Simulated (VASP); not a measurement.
Input of a VASP 6.6.1 run:

The input INCAR:

```
PREC = Accurate
ENCUT = 520
EDIFF = 1E-6
ISMEAR = -1
SIGMA = 0.05
LREAL = F
LASPH = T
NELM = 80
ALGO = Fast
ISIF = 2
LWAVE = F
LCHARG = F
GGA = PS
NBANDS = 36
```

KPOINTS

```
Automatic mesh
0
Gamma
  9 9 3
```

File POSCAR:

```
Pb
1.0
    3.5477069956      0.0000000000      0.0000000000
   -1.7738534979      3.0724043834      0.0000000000
    0.0000000000      0.0000000000     11.5713714578
Pb
4
Direct
    0.6666666667      0.3333333333      0.7500000000
    0.0000000000      0.0000000000      0.5000000000
    0.3333333333      0.6666666667      0.2500000000
    0.0000000000      0.0000000000      0.0000000000
```

Potentials or basis: VASP PAW PBE potentials, release 64 (Pb_d).

Launch:

```sh
$ cat potpaw_PBE.64/Pb_d/POTCAR > POTCAR
$ mpirun -np 1 vasp_std > vasp.out
```

(1) Predict the band gap on the k mesh.

(2) What does it give for the pressure?

Results:

(1) zero (band 28 reaches 12.10 eV, above the bottom of band 29 at 4.68 eV).

(2) -2.4 GPa.

Caveat: the PAW data sets were made with another functional, which shifts forces and pressure a little; spin-orbit coupling is left out, which moves the levels of the heavy elements.
